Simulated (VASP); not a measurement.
# CaS (Fm-3m) in VASP: a series of runs, part 2 of 2

VASP 6.6.1. Earlier steps stand in the parts before.

**4. Single point, PBE**

The input, INCAR:

```
PREC = Accurate
ENCUT = 500
EDIFF = 1E-6
ISMEAR = -5
SIGMA = 0.1
LREAL = False
LASPH = True
NELM = 120
ALGO = Normal
ISIF = 2
LWAVE = False
LCHARG = False
GGA = PE
NBANDS = 15
GGA_COMPAT = False
```

The input, KPOINTS:

```
regular mesh
0
Gamma
  4 4 4
```

The input, POSCAR:

```
CaS
1.0
    0.0000000000      2.8523742917      2.8523742917
    2.8523742917      0.0000000000      2.8523742917
    2.8523742917      2.8523742917      0.0000000000
Ca S
1 1
Direct
    0.0000000000      0.0000000000      0.0000000000
    0.5000000000      0.5000000000      0.5000000000
```

Potentials or basis: VASP PAW PBE potentials, release 64 (Ca_sv, S).

On the command line:

```
$ cat potpaw_PBE.64/Ca_sv/POTCAR potpaw_PBE.64/S/POTCAR > POTCAR
$ mpirun -np 1 vasp_std > vasp.out
```

OUTCAR:

```text
PREC = Accurate
   ENCUT = 500
   EDIFF = 1E-6
   ISMEAR = -5
   LREAL = False
   LASPH = True
   NELM = 120
   ISIF = 2
   GGA = PE

 ion  position               nearest neighbor table
   1  0.000  0.000  0.000-   2 2.85   2 2.85   2 2.85   2 2.85   2 2.85   2 2.85
   2  0.500  0.500  0.500-   1 2.85   1 2.85   1 2.85   1 2.85   1 2.85   1 2.85

  LATTYP: Found a face centered cubic cell.
 ALAT       =     5.7047485834

  Lattice vectors:

 A1 = (   0.0000000000,   2.8523742917,   2.8523742917)
 A2 = (   2.8523742917,   0.0000000000,   2.8523742917)
 A3 = (   2.8523742917,   2.8523742917,   0.0000000000)

Analysis of symmetry for initial positions (statically):
=====================================================================
 Subroutine PRICEL returns:
 Original cell was already a primitive cell.

 Routine SETGRP: Setting up the symmetry group for a
 face centered cubic supercell.

 Subroutine GETGRP returns: Found 48 space group operations
 (whereof 48 operations were pure point group operations)
 out of a pool of 48 trial point group operations.

The static configuration has the point symmetry O_h .
[... 159 lines left out ...]
      4     -17.5065      2.00000
      5      -8.6067      2.00000
      6       2.7015      2.00000
      7       2.7015      2.00000
      8       2.7015      2.00000
      9       6.8131      0.00000
     10       6.8571      0.00000
     11       6.8571      0.00000
     12       6.8571      0.00000
     13       7.4458      0.00000
     14       7.4458      0.00000
[... 113 lines left out ...]
      2     -17.5900      2.00000
      3     -17.5900      2.00000
      4     -17.5637      2.00000
      5      -7.8735      2.00000
      6       0.9288      2.00000
      7       0.9288      2.00000
      8       1.1606      2.00000
      9       7.5143      0.00000
     10       7.5143      0.00000
     11       8.6748      0.00000
     12       9.0969      0.00000
     13       9.4654      0.00000
     14      11.9618      0.00000
     15      12.7548      0.00000

------------------------ aborting loop because EDIFF is reached ----------------------------------------

  FORCE on cell =-STRESS in cart. coord.  units (eV):
  Direction    XX          YY          ZZ          XY          YZ          ZX
  --------------------------------------------------------------------------------------
  -------------------------------------------------------------------------------------
  Total        0.1332296      0.1332296      0.1332296      0.0000000      0.0000000      0.0000000
  in kB        4.5989822      4.5989822      4.5989822      0.0000000      0.0000000      0.0000000
  external PRESSURE =       4.5989822 kB  Pullay stress =       0.0000000 kB

 VOLUME and BASIS-vectors are now :
 -----------------------------------------------------------------------------
  energy-cutoff  :      500.00
  volume of cell :       46.41
      direct lattice vectors                 reciprocal lattice vectors
     0.000000000  2.852374292  2.852374292    -0.175292563  0.175292563  0.175292563
     2.852374292  0.000000000  2.852374292     0.175292563 -0.175292563  0.175292563
     2.852374292  2.852374292  0.000000000     0.175292563  0.175292563 -0.175292563

 POSITION                                       TOTAL-FORCE (eV/Angst)
 -----------------------------------------------------------------------------------
      0.00000      0.00000      0.00000         0.000000     -0.000000     -0.000000
      2.85237      2.85237      2.85237        -0.000000      0.000000      0.000000
 -----------------------------------------------------------------------------------
    total drift:                               -0.000000      0.000000      0.000000

  FREE ENERGIE OF THE ION-ELECTRON SYSTEM (eV)
  ---------------------------------------------------
  free  energy   TOTEN  =       -10.3534829101 eV

  energy  without entropy=      -10.3534829101  energy(sigma->0) =      -10.35348291
```

OSZICAR:

```text
N       E                     dE             d eps       ncg     rms          rms(c)
DAV:   1     0.102872109146E+03    0.10287E+03   -0.76440E+03   240   0.965E+02
DAV:   2    -0.577092444325E+01   -0.10864E+03   -0.10349E+03   317   0.240E+02
DAV:   3    -0.104035189643E+02   -0.46326E+01   -0.46021E+01   290   0.475E+01
DAV:   4    -0.106134207626E+02   -0.20990E+00   -0.20966E+00   366   0.927E+00
DAV:   5    -0.106152389549E+02   -0.18182E-02   -0.18182E-02   304   0.942E-01    0.505E+00
DAV:   6    -0.103540393938E+02    0.26120E+00   -0.41083E-01   289   0.327E+00    0.337E+00
DAV:   7    -0.103465970684E+02    0.74423E-02   -0.11424E-01   305   0.206E+00    0.181E+00
DAV:   8    -0.103536583936E+02   -0.70613E-02   -0.20211E-02   261   0.117E+00    0.323E-01
DAV:   9    -0.103531788687E+02    0.47952E-03   -0.11663E-03   310   0.322E-01    0.867E-02
DAV:  10    -0.103534367286E+02   -0.25786E-03   -0.33093E-04   313   0.129E-01    0.309E-02
DAV:  11    -0.103534834418E+02   -0.46713E-04   -0.83392E-05   275   0.746E-02    0.245E-02
DAV:  12    -0.103534829101E+02    0.53174E-06   -0.48932E-06   311   0.152E-02
   1 F= -.10353483E+02 E0= -.10353483E+02  d E =0.000000E+00
```

stdout:

```text
POSCAR found type information on POSCAR CaS
 POSCAR found :  2 types and       2 ions
 scaLAPACK will be used
 LDA part: xc-table for (Slater+PW92), standard interpolation
 POSCAR, INCAR and KPOINTS ok, starting setup
 FFT: planning ... GRIDC
 FFT: planning ... GRID_SOFT
 FFT: planning ... GRID
 WAVECAR not read
 entering main loop
```

Wall time 15 s (1 thread of Intel Xeon 8259CL, shared host); peak memory 0.16 GiB.

What came out:

| Property | Result |
| --- | --- |
| Free energy | -10.3535 eV |
| Pressure | 0.5 GPa |
| Band gap on the k mesh | 2.36 eV (least direct gap 3.16 eV) |

Levels at points of the mesh, in eV from the valence-band top:
```csv
k point,band 6,band 7,band 8,band 9,band 10,band 11
"(0.00, 0.00, 0.00)",0.00,0.00,0.00,4.11,4.16,4.16
"(0.50, 0.00, 0.00)",-3.08,-1.15,-1.15,5.20,6.04,6.17
"(0.50, 0.50, 0.00)",-2.27,-0.80,-0.80,2.36,5.58,5.99
```

Caveat: the k points lie up to 0.48 Å⁻¹ apart. A k mesh can miss the band edges.

**5. Single point, LDA**

The input, INCAR:

```
SYSTEM = CaS
ALGO = Normal
EDIFF = 1E-6
ENCUT = 500
GGA_COMPAT = .FALSE.
ISIF = 2
ISMEAR = 1
LASPH = .TRUE.
LCHARG = .TRUE.
LELF = .TRUE.
LREAL = .FALSE.
LVHAR = .TRUE.
LWAVE = .FALSE.
NBANDS = 15
NELM = 120
PREC = Accurate
SIGMA = 0.27211386245988
```

The input, KPOINTS:

```
k-points
0
G
  4 4 4
  0 0 0
```

POSCAR is that of step 4.

Potentials or basis: VASP PAW LDA potentials, release 64 (Ca_sv, S).

On the command line:

```
$ cat potpaw_LDA.64/Ca_sv/POTCAR potpaw_LDA.64/S/POTCAR > POTCAR
$ mpirun -np 1 vasp_std > vasp.out
```

Wall time 13 s (1 thread of Intel Xeon 8259CL, shared host); peak memory 0.14 GiB.

Results (log left out):

```
Free energy            : -11.3772 eV
Pressure               : -4.0 GPa
Band gap on the k mesh : 2.14 eV (least direct gap 2.96 eV)
```

Levels at points of the mesh, in eV from the valence-band top:
```csv
k point,band 5,band 6,band 7,band 8,band 9,band 10,band 11,band 12
"(0.00, 0.00, 0.00)",-11.28,0.00,0.00,0.00,3.84,3.95,3.95,3.95
"(0.50, 0.00, 0.00)",-10.45,-3.17,-1.19,-1.19,5.00,5.85,5.99,5.99
"(0.50, 0.50, 0.00)",-10.64,-2.31,-0.82,-0.82,2.14,5.44,5.73,6.59
```

Caveat: the k points lie up to 0.48 Å⁻¹ apart. A k mesh can miss the band edges.

**6. Summary**

| level | potentials or basis | smearing | gap on the mesh (eV) | pressure (GPa) |
| --- | --- | --- | --- | --- |
| LDA | VASP PAW LDA potentials, release 64 (Ca_sv, S) | gaussian 0.1 eV | 2.14 | -4.0 |
| LDA | VASP PAW LDA potentials, release 64 (Ca_sv, S) | methfessel-paxton 0.0680285 eV | 2.14 | -4.0 |
| PBE | VASP PAW PBE potentials, release 64 (Ca_sv, S) | tetrahedron | 2.36 | 0.5 |
| LDA | VASP PAW LDA potentials, release 64 (Ca_sv, S) | methfessel-paxton 0.272114 eV | 2.14 | -4.0 |

Alike in all rows: task single point; no spin polarisation; cell as given; k mesh 4 × 4 × 4; cutoff (eV) 500.

Caveats: all runs use coarse meshes.

Absolute energies hang on the potentials; compare differences alone.
